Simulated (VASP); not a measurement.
Input of a VASP 6.6.1 run:

INCAR

```
SYSTEM = PbO
PREC = Accurate
ENCUT = 520
EDIFF = 1E-6
ISMEAR = 0
SIGMA = 0.05
LREAL = .False.
LASPH = .True.
NELM = 100
ALGO = Normal
ISIF = 2
LWAVE = .False.
LCHARG = .False.
GGA = PE
NBANDS = 17
```

File KPOINTS:

```
regular mesh
0
Gamma
  12 12 10
  0 0 0
```

File POSCAR:

```
PbO
1.0
    3.7034458591      0.0000000000      0.0000000000
   -1.8517229295      3.2072781956      0.0000000000
    0.0000000000      0.0000000000      3.3641060280
Pb O
1 1
Direct
    0.0000000000      0.0000000000      0.0000000000
    0.6666666667      0.3333333333      0.5000000000
```

Potentials or basis: VASP PAW PBE potentials, release 64 (Pb_d, O).

Command:

```console
$ cat potpaw_PBE.64/Pb_d/POTCAR potpaw_PBE.64/O/POTCAR > POTCAR
$ mpirun -np 1 vasp_std > vasp.out
```

Q: What does it give for the band gap on the k mesh?

A: 0.01 eV (least direct gap 0.05 eV).

Q: What does it give for the pressure?

A: -6.3 GPa.

Caveat: the cell stands under tension; the smearing spreads over this small gap; spin-orbit coupling is left out, which moves the levels of the heavy elements. A k mesh can miss the band edges.
